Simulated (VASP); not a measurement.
# ZrBTe (P4/nmm) in VASP: further runs

ZrBTe is run at these levels: PBE, RPBE; tasks: single point.

All numbers are computed with VASP 6.6.1; they aren't measurements. Logs are shortened: lines on timing, memory, paths and dates and some standing lists are left out, and cuts for length are marked.

## Step 1: The cell of the first run

It takes space group P4/nmm (No. 129, tetragonal). Conventional cell: a = 3.530 Å, b = 3.530 Å, c = 9.146 Å, α = 90.00°, β = 90.00°, γ = 90.00°. Within 3.3 Å of B (site symmetry -4m2) lie 4 B at 2.50 Å and 4 Zr at 2.75 Å. Within 3.6 Å of Zr (site symmetry 4mm) lie 4 B at 2.75 Å and 4 Te at 2.77 Å and 4 Zr at 3.53 Å. Te (site symmetry 4mm) has 4 Zr at 2.77 Å and 8 Te at 3.53 to 3.58 Å within 3.6 Å.

## Step 2: Single point, PBE

The input, INCAR:

```
SYSTEM = ZrBTe
PREC     = Accurate       ! precision mode
ENCUT    = 520            ! plane-wave cutoff, eV
EDIFF    = 1E-6           ! SCF threshold, eV
ISMEAR   = 1              ! smearing method
SIGMA    = 0.0102         ! smearing width, eV
LREAL    = .FALSE.        ! projectors in reciprocal space
LASPH    = .TRUE.         ! aspherical terms in the spheres
NELM     = 60             ! most SCF steps
ALGO     = Normal         ! electronic algorithm
ISIF     = 2              ! what is computed and relaxed
LWAVE    = .FALSE.        ! write WAVECAR
LCHARG   = .TRUE.         ! write CHGCAR
GGA      = PE             ! functional
LELF     = .TRUE.         ! ELF
LVHAR    = .TRUE.       
NBANDS   = 30             ! bands
```

The input, KPOINTS:

```
Automatic mesh
0
G
  5 5 2
  0 0 0
```

The input, POSCAR:

```
ZrBTe
1.0
    3.5303730000      0.0000000000      0.0000000000
    0.0000000000      3.5303730000      0.0000000000
    0.0000000000      0.0000000000      9.1464400000
B Zr Te
2 2 2
Direct
    0.0000000000      0.0000000000      0.0000000000
    0.5000000000      0.5000000000      0.0000000000
    0.0000000000      0.5000000000      0.2300000000
    0.5000000000      0.0000000000      0.7700000000
    0.0000000000      0.5000000000      0.6400000000
    0.5000000000      0.0000000000      0.3600000000
```

Potentials or basis: VASP PAW PBE potentials, release 64 (B, Zr_sv, Te).

Command:

```sh
cat potpaw_PBE.64/B/POTCAR potpaw_PBE.64/Zr_sv/POTCAR potpaw_PBE.64/Te/POTCAR > POTCAR
mpirun -np 1 vasp_std > vasp.out
```

OUTCAR:

```text
SYSTEM = ZrBTe
   PREC = Accurate
   ENCUT = 520
   EDIFF = 1E-6
   ISMEAR = 1
   LREAL = .FALSE.
   LASPH = .TRUE.
   NELM = 60
   ISIF = 2
   GGA = PE

 ion  position               nearest neighbor table
   1  0.000  0.000  0.000-   3 2.75   4 2.75   3 2.75   4 2.75
   2  0.500  0.500  0.000-   3 2.75   4 2.75   4 2.75   3 2.75
   3  0.000  0.500  0.230-   1 2.75   2 2.75   1 2.75   2 2.75   6 2.77   6 2.77   6 2.77   6 2.77
                             5 3.75
   4  0.500  0.000  0.770-   1 2.75   2 2.75   2 2.75   1 2.75   5 2.77   5 2.77   5 2.77   5 2.77
                             6 3.75
   5  0.000  0.500  0.640-   4 2.77   4 2.77   4 2.77   4 2.77   6 3.58   6 3.58   6 3.58   6 3.58
                             3 3.75
   6  0.500  0.000  0.360-   3 2.77   3 2.77   3 2.77   3 2.77   5 3.58   5 3.58   5 3.58   5 3.58
                             4 3.75

  LATTYP: Found a simple tetragonal cell.
 ALAT       =     3.5303730000
 C/A-ratio  =     2.5907857328

  Lattice vectors:

 A1 = (   3.5303730000,   0.0000000000,   0.0000000000)
 A2 = (   0.0000000000,   3.5303730000,   0.0000000000)
 A3 = (   0.0000000000,   0.0000000000,   9.1464400000)

Analysis of symmetry for initial positions (statically):
=====================================================================
 Subroutine PRICEL returns:
 Original cell was already a primitive cell.

 Routine SETGRP: Setting up the symmetry group for a
 simple tetragonal supercell.

 Subroutine GETGRP returns: Found 16 space group operations
 (whereof  8 operations were pure point group operations)
 out of a pool of 16 trial point group operations.

The static configuration has the point symmetry D_2d.
 The point group associated with its full space group is D_4h.

Analysis of symmetry for dynamics (positions and initial velocities):
=====================================================================
 Subroutine PRICEL returns:
 Original cell was already a primitive cell.

 Routine SETGRP: Setting up the symmetry group for a
 simple tetragonal supercell.

 Subroutine GETGRP returns: Found 16 space group operations
 (whereof  8 operations were pure point group operations)
 out of a pool of 16 trial point group operations.

The dynamic configuration has the point symmetry D_2d.
 The point group associated with its full space group is D_4h.

 Subroutine INISYM returns: Found 16 space group operations
 (whereof  8 operations are pure point group operations),
 and found     1 'primitive' translations

----------------------------------------------------------------------------------------

                                     Primitive cell

  volume of cell :     113.9970

  direct lattice vectors                    reciprocal lattice vectors
     3.530373000  0.000000000  0.000000000     0.283256189  0.000000000  0.000000000
     0.000000000  3.530373000  0.000000000     0.000000000  0.283256189  0.000000000
     0.000000000  0.000000000  9.146440000     0.000000000  0.000000000  0.109332155

  length of vectors
     3.530373000  3.530373000  9.146440000     0.283256189  0.283256189  0.109332155

  position of ions in fractional coordinates (direct lattice)
     0.000000000  0.000000000  0.000000000
     0.500000000  0.500000000  0.000000000
     0.000000000  0.500000000  0.230000000
     0.500000000  0.000000000  0.770000000
     0.000000000  0.500000000  0.640000000
     0.500000000  0.000000000  0.360000000

  ion indices of the primitive-cell ions
   primitive index   ion index
                 1           1
                 2           2
                 3           3
                 4           4
                 5           5
                 6           6

----------------------------------------------------------------------------------------

 KPOINTS: Automatic mesh

Automatic generation of k-mesh.
 Grid dimensions read from file:
 generate k-points for:    5    5    2

 Generating k-lattice:

  Cartesian coordinates                     Fractional coordinates (reciprocal lattice)
     0.056651238  0.000000000  0.000000000     0.200000000  0.000000000  0.000000000
     0.000000000  0.056651238  0.000000000     0.000000000  0.200000000  0.000000000
     0.000000000  0.000000000  0.054666078     0.000000000  0.000000000  0.500000000

  Length of vectors
     0.056651238  0.056651238  0.054666078

  Shift w.r.t. Gamma in fractional coordinates (k-lattice)
     0.000000000  0.000000000  0.000000000

 Subroutine IBZKPT returns following result:
 ===========================================

 Found     12 irreducible k-points:

 Following reciprocal coordinates:
            Coordinates               Weight
  0.000000  0.000000  0.000000      1.000000
  0.200000  0.000000  0.000000      4.000000
  0.400000  0.000000  0.000000      4.000000
  0.200000  0.200000  0.000000      4.000000
  0.400000  0.200000  0.000000      8.000000
  0.400000  0.400000  0.000000      4.000000
  0.000000  0.000000  0.500000      1.000000
  0.200000  0.000000  0.500000      4.000000
  0.400000  0.000000  0.500000      4.000000
  0.200000  0.200000  0.500000      4.000000
  0.400000  0.200000  0.500000      8.000000
  0.400000  0.400000  0.500000      4.000000
   k-points           NKPTS =     12   k-points in BZ     NKDIM =     12   number of bands    NBANDS=     30
   number of dos      NEDOS =    301   number of ions     NIONS =      6
   total plane-waves  NPLWV =  54880
   dimension x,y,z NGX =    28 NGY =   28 NGZ =   70
   dimension x,y,z NGXF=    56 NGYF=   56 NGZF=  140
   ions per type =               2   2   2
   NGX,Y,Z   is equivalent  to a cutoff of  13.19, 13.19, 12.72 a.u.
   NGXF,Y,Z  is equivalent  to a cutoff of  26.37, 26.37, 25.45 a.u.
 SYSTEM =  ZrBTe
   PREC   = accura    normal or accurate (medium, high low for compatibility)
   ISTART =      0    job   : 0-new  1-cont  2-samecut
   ICHARG =      2    charge: 1-file 2-atom 10-const
   ISPIN  =      1    spin polarized calculation?
   LNONCOLLINEAR =      F non collinear calculations
   LSORBIT =      F    spin-orbit coupling
   LASPH  =      T    aspherical Exc in radial PAW
   ENCUT  =  520.0 eV  38.22 Ry    6.18 a.u.   6.56  6.56 17.01*2*pi/ulx,y,z
   NELM   =     60;   NELMIN=  2; NELMDL= -5     # of ELM steps
   EDIFF  = 0.1E-05   stopping-criterion for ELM
   LREAL  =      F    real-space projection
   EDIFFG = 0.1E-04   stopping-criterion for IOM
   NSW    =      0    number of steps for IOM
   IBRION =     -1    ionic relax: 0-MD 1-quasi-New 2-CG
   NFREE  =      0    steps in history (QN), initial steepest desc. (CG)
   ISIF   =      2    stress and relaxation
   ISYM   =      2    0-nonsym 1-usesym 2-fastsym
   POTIM  = 0.5000    time-step for ionic-motion
   TEBEG  =    0.0;   TEEND  =   0.0 temperature during run
   PSTRESS=    0.0 pullay stress
   NELECT =      42.0000    total number of electrons
   NUPDOWN=      -1.0000    fix difference up-down
   EMIN   =  10.00;   EMAX   =-10.00  energy-range for DOS
   EFERMI =   0.00;   METHOD = LEGACY
   ISMEAR =     1;   SIGMA  =   0.01  broadening in eV -4-tet -1-fermi 0-gaus
   EFERMI_NEDOS =   21; number of points for ismear=-14 and -15
   IALGO  =     38    algorithm
   IMIX   =      4    mixing-type and parameters
     AMIX     =   0.40;   BMIX     =  1.00
     AMIX_MAG =   1.60;   BMIX_MAG =  1.00
  volume/ion in A,a.u.               =      19.00       128.21
  Fermi-wavevector in a.u.,A,eV,Ry     =   1.173618  2.217817 18.740388  1.377380
  Thomas-Fermi vector in A             =   2.310028
   LORBIT       =      0    0 simple, 1 ext, 2 COOP (PROOUT), +10 PAW based schemes
   GGA     = PE    functional components
   LHFCALC =     F    Hartree Fock is set to
   AEXX    =    0.0000 exact exchange contribution
   IVDW    =     0    specifies the selected vdW correction
   LEPSILON=     F    determine dielectric tensor
   LRPA    =     F    only Hartree local field effects (RPA)
 non-spin polarized calculation
 Methfessel and Paxton  Order N= 1 SIGMA  =   0.01
  energy-cutoff  :      520.00
  volume of cell :      114.00
 maximum number of plane-waves:      3098
 NGX is ok and might be reduce to    28
   NGX = 13   NGY = 13   NGZ = 35

 number of electron      42.0000001 magnetization

 Free energy of the ion-electron system (eV)
  ---------------------------------------------------
  ext. energy  EPLUGINS =         0.00000000
  ---------------------------------------------------
  free energy    TOTEN  =       -35.95732704 eV

  energy without entropy =      -35.95708270  energy(sigma->0) =      -35.95724559

 E-fermi :   8.2607     XC(G=0): -10.8640

 val. band max:        8.2552404224   @ k =   0.4000   0.2000   0.5000
 cond. band min:       8.2639302285   @ k =   0.2000   0.2000   0.0000
 fundamental gap:      0.0086898061
 Fermi energy:         8.2606879675

 k-point     1 :       0.0000    0.0000    0.0000
  band No.  band energies     occupation
      1     -40.3477      2.00000
      2     -40.3475      2.00000
      3     -18.4913      2.00000
      4     -18.4745      2.00000
      5     -18.3370      2.00000
      6     -18.3370      2.00000
[... 22 lines left out ...]
     29      11.9844      0.00000
     30      12.9942      0.00000

 k-point     2 :       0.2000    0.0000    0.0000
  band No.  band energies     occupation
      1     -40.3419      2.00000
      2     -40.3417      2.00000
      3     -18.4801      2.00000
      4     -18.4688      2.00000
      5     -18.4289      2.00000
      6     -18.4276      2.00000
[... 22 lines left out ...]
     29      12.5329      0.00000
     30      12.7370      0.00000

 k-point     3 :       0.4000    0.0000    0.0000
  band No.  band energies     occupation
      1     -40.3324      2.00000
      2     -40.3323      2.00000
      3     -18.5865      2.00000
      4     -18.5859      2.00000
      5     -18.4501      2.00000
      6     -18.4447      2.00000
[... 286 lines left out ...]
     29      12.5735      0.00000
     30      12.6015      0.00000

 k-point    12 :       0.4000    0.4000    0.5000
  band No.  band energies     occupation
      1     -40.3178      2.00000
      2     -40.3177      2.00000
      3     -18.5349      2.00000
      4     -18.5346      2.00000
      5     -18.5282      2.00000
      6     -18.5272      2.00000
[... 22 lines left out ...]
     29      13.1024      0.00000
     30      13.5351      0.00000

------------------------ aborting loop because EDIFF is reached ----------------------------------------

  FORCE on cell =-STRESS in cart. coord.  units (eV):
  Direction    XX          YY          ZZ          XY          YZ          ZX
  --------------------------------------------------------------------------------------
  -------------------------------------------------------------------------------------
  Total        5.5028243      5.5028243     -5.4219150      0.0000000      0.0000000      0.0000000
  in kB       77.3397839     77.3397839    -76.2026388      0.0000000      0.0000000      0.0000000
  external PRESSURE =      26.1589763 kB  Pullay stress =       0.0000000 kB

 VOLUME and BASIS-vectors are now :
 -----------------------------------------------------------------------------
  energy-cutoff  :      520.00
  volume of cell :      114.00
      direct lattice vectors                 reciprocal lattice vectors
     3.530373000  0.000000000  0.000000000     0.283256189  0.000000000  0.000000000
     0.000000000  3.530373000  0.000000000     0.000000000  0.283256189  0.000000000
     0.000000000  0.000000000  9.146440000     0.000000000  0.000000000  0.109332155

 POSITION                                       TOTAL-FORCE (eV/Angst)
 -----------------------------------------------------------------------------------
      0.00000      0.00000      0.00000         0.000000      0.000000      0.000000
      1.76519      1.76519      0.00000         0.000000      0.000000      0.000000
      0.00000      1.76519      2.10368        -0.000000     -0.000000     -3.051664
      1.76519      0.00000      7.04276         0.000000      0.000000      3.051664
      0.00000      1.76519      5.85372         0.000000      0.000000     -0.928702
      1.76519      0.00000      3.29272        -0.000000      0.000000      0.928702
 -----------------------------------------------------------------------------------
    total drift:                                0.000000      0.000000     -0.000000

  FREE ENERGIE OF THE ION-ELECTRON SYSTEM (eV)
  ---------------------------------------------------
  free  energy   TOTEN  =       -35.9573270404 eV

  energy  without entropy=      -35.9570827011  energy(sigma->0) =      -35.95724559
```

It took 97 s on 1 thread of AMD EPYC 7R13, shared host; peak memory 0.21 GiB.

What came out:

```
Free energy            : -35.9573 eV
Pressure               : 2.6 GPa
Largest force          : 3.052 eV/Å
Band gap on the k mesh : zero (band 21 reaches 8.73 eV, above the bottom of band 22 at 7.86 eV)
```

Forces on the atoms (eV/Å):
```
B    0.000  0.000  0.000
B    0.000  0.000  0.000
Zr   0.000  0.000 -3.052
Zr   0.000  0.000  3.052
Te   0.000  0.000 -0.929
Te   0.000  0.000  0.929
```

Levels at points of the mesh, in eV from the Fermi level:
```csv
k point,band 19,band 20,band 21,band 22,band 23,band 24
"(0.00, 0.00, 0.00)",-0.79,-0.26,-0.22,-0.22,1.54,1.98
"(0.00, 0.00, 0.50)",-1.15,-1.09,0.12,0.12,1.67,1.85
```

Caveat: spin-orbit coupling is left out, which moves the levels of the heavy elements; forces of over 1 eV/Å act on the atoms, so gaps and moduli don't describe the material at rest.

(Part 1 of 2 ends here.)
